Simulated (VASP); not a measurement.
Ge, 2 atoms in the cell. It takes space group I4_1/amd (No. 141, tetragonal). Conventional cell: a = 5.149 Å, b = 5.149 Å, c = 2.795 Å, α = 90.00°, β = 90.00°, γ = 90.00°. Ge (site symmetry -4m2) has 10 Ge at 2.67 to 3.32 Å within 3.5 Å. 

```yaml
Program: VASP 6.6.1
Task: single point
Functional: PBEsol
Dispersion: D4
Potentials_or_basis: VASP PAW PBE potentials, release 64 (Ge_d)
Cutoff: 500 eV
k_mesh: 5 × 5 × 5
Occupations: methfessel-paxton, width 0.2 eV
Spin: no spin polarisation
Dipole_correction: no
Further_INCAR_settings: ALGO = Normal; EDIFF = 1e-06; NBANDS = 21
```

Potentials or basis: VASP PAW PBE potentials, release 64 (Ge_d).

The run is started by

```console
$ cat potpaw_PBE.64/Ge_d/POTCAR > POTCAR
$ mpirun -np 1 vasp_std > vasp.out
```

Hardware: 1 thread of AMD EPYC 7R43 64-Core Processor (Zen 3), on a shared host.

Task: How long does it take, and how much memory?

Result: It took 19 s on 1 thread of AMD EPYC 7R43 64-Core Processor (Zen 3), on a shared host, peak memory 0.11 GiB. Counts: scf iterations 10, k points 18.
